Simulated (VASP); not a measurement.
# WSe2 (P6_3/mmc) in VASP: further runs, part 3 of 3

VASP 6.6.1. Earlier steps stand in the parts before.

### 4 Single point, PBE+D3(BJ)

This run uses another cell than the first one, of 20.26 Å³/atom, 1.021 times its volume.

The input, INCAR:

```
PREC     = Accurate       # precision mode
ENCUT    = 520            # plane-wave cutoff, eV
EDIFF    = 1E-7           # SCF threshold, eV
ISMEAR   = 0              # smearing method
SIGMA    = 0.02           # smearing width, eV
LREAL    = False          # projectors in reciprocal space
LASPH    = True           # aspherical terms in the spheres
NELM     = 80             # most SCF steps
ALGO     = Normal         # electronic algorithm
ISIF     = 2              # what is computed and relaxed
LWAVE    = False          # write WAVECAR
LCHARG   = False          # write CHGCAR
GGA      = PE             # functional
IVDW     = 12             # dispersion correction
NBANDS   = 35             # bands
```

The input, KPOINTS:

```
Automatic mesh
0
Gamma
  9 9 2
```

The input, POSCAR:

```
WSe2
1.0
    3.2900000000      0.0000000000      0.0000000000
   -1.6450000000      2.8492235785      0.0000000000
    0.0000000000      0.0000000000     12.9700000000
W Se
2 4
Direct
    0.3333333333      0.6666666667      0.2500000000
    0.6666666667      0.3333333333      0.7500000000
    0.3333333333      0.6666666667      0.6210000000
    0.6666666667      0.3333333333      0.1210000000
    0.3333333333      0.6666666667      0.8790000000
    0.6666666667      0.3333333333      0.3790000000
```

Potentials or basis: VASP PAW PBE potentials, release 64 (W_sv, Se).

The run is started by

```sh
cat potpaw_PBE.64/W_sv/POTCAR potpaw_PBE.64/Se/POTCAR > POTCAR
mpirun -np 1 vasp_std > vasp.out
```

OUTCAR:

```text
PREC = Accurate
   ENCUT = 520
   EDIFF = 1E-7
   ISMEAR = 0
   LREAL = False
   LASPH = True
   NELM = 80
   ISIF = 2
   GGA = PE
   IVDW = 12
 IVDW          = 12

 ion  position               nearest neighbor table
   1  0.333  0.667  0.250-   4 2.53   6 2.53   4 2.53   6 2.53   4 2.53   6 2.53
   2  0.667  0.333  0.750-   3 2.53   5 2.53   3 2.53   5 2.53   3 2.53   5 2.53
   3  0.333  0.667  0.621-   2 2.53   2 2.53   2 2.53
   4  0.667  0.333  0.121-   1 2.53   1 2.53   1 2.53
   5  0.333  0.667  0.879-   2 2.53   2 2.53   2 2.53
   6  0.667  0.333  0.379-   1 2.53   1 2.53   1 2.53

  LATTYP: Found a hexagonal cell.
 ALAT       =     3.2900000000
 C/A-ratio  =     3.9422492401

  Lattice vectors:

 A1 = (   3.2900000000,   0.0000000000,   0.0000000000)
 A2 = (  -1.6450000000,   2.8492235785,   0.0000000000)
 A3 = (   0.0000000000,   0.0000000000,  12.9700000000)

Analysis of symmetry for initial positions (statically):
=====================================================================
 Subroutine PRICEL returns:
 Original cell was already a primitive cell.

 Routine SETGRP: Setting up the symmetry group for a
 hexagonal supercell.

 Subroutine GETGRP returns: Found 24 space group operations
 (whereof 12 operations were pure point group operations)
 out of a pool of 24 trial point group operations.

The static configuration has the point symmetry D_3d.
 The point group associated with its full space group is D_6h.

Analysis of symmetry for dynamics (positions and initial velocities):
=====================================================================
 Subroutine PRICEL returns:
 Original cell was already a primitive cell.

 Routine SETGRP: Setting up the symmetry group for a
 hexagonal supercell.

 Subroutine GETGRP returns: Found 24 space group operations
[... 128 lines left out ...]
   IALGO  =     38    algorithm
   IMIX   =      4    mixing-type and parameters
     AMIX     =   0.40;   BMIX     =  1.00
     AMIX_MAG =   1.60;   BMIX_MAG =  1.00
  volume/ion in A,a.u.               =      20.26       136.74
  Fermi-wavevector in a.u.,A,eV,Ry     =   1.233451  2.330884 20.699914  1.521401
  Thomas-Fermi vector in A             =   2.368180
   LORBIT       =      0    0 simple, 1 ext, 2 COOP (PROOUT), +10 PAW based schemes
   GGA     = PE    functional components
   LHFCALC =     F    Hartree Fock is set to
   AEXX    =    0.0000 exact exchange contribution
   IVDW    =    12    specifies the selected vdW correction
   LEPSILON=     F    determine dielectric tensor
   LRPA    =     F    only Hartree local field effects (RPA)
 non-spin polarized calculation
 Gauss-broadening in eV      SIGMA  =   0.02
  energy-cutoff  :      520.00
  volume of cell :      121.58
 maximum number of plane-waves:      3324
   NGX = 13   NGY = 13   NGZ = 49

 number of electron      51.9999991 magnetization

 Free energy of the ion-electron system (eV)
  ---------------------------------------------------
  ext. energy  EPLUGINS =         0.00000000
  ---------------------------------------------------
  free energy    TOTEN  =       -43.12831352 eV

  energy without entropy =      -43.12831352  energy(sigma->0) =      -43.12831352

 E-fermi :   6.4269     XC(G=0): -10.7551

 val. band max:        6.2731531485   @ k =   0.0000   0.0000   0.0000
 cond. band min:       7.3387554223   @ k =   0.2222   0.1111   0.0000
 fundamental gap:      1.0656022738
 Fermi energy:         6.4268993695

 k-point     1 :       0.0000    0.0000    0.0000
  band No.  band energies     occupation
      1     -68.0611      2.00000
      2     -68.0611      2.00000
      3     -32.3071      2.00000
      4     -32.3071      2.00000
      5     -32.1820      2.00000
      6     -32.1820      2.00000
[... 901 lines left out ...]
     34      10.6418      0.00000
     35      12.4291      0.00000

------------------------ aborting loop because EDIFF is reached ----------------------------------------

 Edisp (eV)   -2.79099

 E8    (eV) :    -1.2448

  FORCE on cell =-STRESS in cart. coord.  units (eV):
  Direction    XX          YY          ZZ          XY          YZ          ZX
  --------------------------------------------------------------------------------------
  -------------------------------------------------------------------------------------
  Total      -0.07867    -0.07867     0.69927     0.00000     0.00000     0.00000
  in kB      -1.03671    -1.03671     9.21499     0.00000     0.00000     0.00000
  external pressure =        2.38 kB  Pullay stress =        0.00 kB

 VOLUME and BASIS-vectors are now :
 -----------------------------------------------------------------------------
  energy-cutoff  :      520.00
  volume of cell :      121.58
      direct lattice vectors                 reciprocal lattice vectors
     3.290000000  0.000000000  0.000000000     0.303951368  0.175486404  0.000000000
    -1.645000000  2.849223579  0.000000000     0.000000000  0.350972808  0.000000000
     0.000000000  0.000000000 12.970000000     0.000000000  0.000000000  0.077101002

 POSITION                                       TOTAL-FORCE (eV/Angst)
 -----------------------------------------------------------------------------------
     -0.00000      1.89948      3.24250         0.000000      0.000000     -0.000000
      1.64500      0.94974      9.72750        -0.000000     -0.000000     -0.000000
     -0.00000      1.89948      8.05437         0.000000     -0.000000     -0.222357
      1.64500      0.94974      1.56937        -0.000000     -0.000000     -0.222357
     -0.00000      1.89948     11.40063         0.000000      0.000000      0.222357
      1.64500      0.94974      4.91563        -0.000000      0.000000      0.222357
 -----------------------------------------------------------------------------------
    total drift:                               -0.000000      0.000000     -0.000000

  FREE ENERGIE OF THE ION-ELECTRON SYSTEM (eV)
  ---------------------------------------------------
  free  energy   TOTEN  =       -45.9193055562 eV

  energy  without entropy=      -45.9193055562  energy(sigma->0) =      -45.91930556
```

OSZICAR:

```text
N       E                     dE             d eps       ncg     rms          rms(c)
DAV:   1     0.503053307292E+03    0.50305E+03   -0.28016E+04  1856   0.145E+03
DAV:   2    -0.127584303013E+02   -0.51581E+03   -0.49746E+03  1962   0.392E+02
DAV:   3    -0.443254067760E+02   -0.31567E+02   -0.31014E+02  2045   0.912E+01
DAV:   4    -0.450267320496E+02   -0.70133E+00   -0.69779E+00  2034   0.139E+01
DAV:   5    -0.450354076471E+02   -0.86756E-02   -0.86679E-02  2020   0.169E+00    0.298E+01
DAV:   6    -0.435188186823E+02    0.15166E+01   -0.58187E+00  1878   0.160E+01    0.106E+01
DAV:   7    -0.433018952787E+02    0.21692E+00   -0.27780E+00  1776   0.802E+00    0.564E+00
DAV:   8    -0.431270378081E+02    0.17486E+00   -0.37619E-01  1858   0.425E+00    0.127E+00
DAV:   9    -0.431299618032E+02   -0.29240E-02   -0.58441E-02  1947   0.117E+00    0.905E-01
DAV:  10    -0.431283559612E+02    0.16058E-02   -0.13222E-02  1844   0.777E-01    0.146E-01
DAV:  11    -0.431283586233E+02   -0.26621E-05   -0.17787E-03  1846   0.272E-01    0.187E-01
DAV:  12    -0.431283120151E+02    0.46608E-04   -0.67500E-05  1953   0.526E-02    0.115E-01
DAV:  13    -0.431283124478E+02   -0.43263E-06   -0.77270E-05  1812   0.524E-02    0.984E-03
DAV:  14    -0.431283134767E+02   -0.10289E-05   -0.64186E-06  2020   0.128E-02    0.842E-03
DAV:  15    -0.431283135246E+02   -0.47954E-07   -0.54340E-07  1705   0.382E-03
   1 F= -.45919306E+02 E0= -.45919306E+02  d E =-.150805E-29
```

stdout:

```text
POSCAR found type information on POSCAR W Se
 POSCAR found :  2 types and       6 ions
 scaLAPACK will be used
 LDA part: xc-table for (Slater+PW92), standard interpolation
 POSCAR, INCAR and KPOINTS ok, starting setup
 FFT: planning ... GRIDC
 FFT: planning ... GRID_SOFT
 FFT: planning ... GRID
 WAVECAR not read
 entering main loop
```

Wall time 100 s (1 thread of AMD EPYC 7R43 (Zen 3), shared host); peak memory 0.23 GiB.

Results:

```yaml
Free_energy: -45.9193 eV
Pressure: 0.2 GPa
Largest_force: 0.222 eV/Å
Band_gap_on_the_k_mesh: 1.07 eV, indirect (least direct gap 1.52 eV)
Dispersion_energy_per_atom: -0.465 eV
```

Forces on the atoms (eV/Å):
```
W    0.000  0.000  0.000
W    0.000  0.000  0.000
Se   0.000  0.000 -0.222
Se   0.000  0.000 -0.222
Se   0.000  0.000  0.222
Se   0.000  0.000  0.222
```

Levels at points of the mesh, in eV from the valence-band top:
```tsv
k point	band 24	band 25	band 26	band 27	band 28	band 29
(0.00, 0.00, 0.00)	-1.11	-1.07	0.00	2.63	2.63	2.68
(0.00, 0.00, 0.50)	-1.53	-0.22	-0.22	2.64	2.64	2.64
```

Caveat: spin-orbit coupling is left out, which moves the levels of the heavy elements.

### 5 Against experiment

Step 2. Measured gap of WSe2: 1.3 eV (indirect; “Time-resolved XUV ARPES with tunable 24–33 eV laser pulses at 30 meV resolution”, 2019, pmc:6684652). This calculation gives 0.99 eV (-0.31 eV). Spin-orbit coupling on Se, W is left out. The value is that of PBE+D3(BJ) on a finite k mesh, which can miss the band edges, without temperature or zero-point motion. Semilocal functionals fall short of measured gaps as a rule.

Step 3. A measured gap of WSe2 is 1.3 eV (indirect; “Time-resolved XUV ARPES with tunable 24–33 eV laser pulses at 30 meV resolution”, 2019, pmc:6684652); the calculated 0.99 eV misses it by -0.31 eV. Spin-orbit coupling on Se, W is left out. The value is that of PBE+D3(BJ) on a finite k mesh, which can miss the band edges, without temperature or zero-point motion. Semilocal functionals fall short of measured gaps as a rule.

Step 4. Against the measured gap of WSe2, 1.3 eV (indirect; “Time-resolved XUV ARPES with tunable 24–33 eV laser pulses at 30 meV resolution”, 2019, pmc:6684652), the calculated 1.07 eV is off by -0.23 eV. Spin-orbit coupling on Se, W is left out. The value is that of PBE+D3(BJ) on a finite k mesh, which can miss the band edges, without temperature or zero-point motion. Semilocal functionals fall short of measured gaps as a rule.
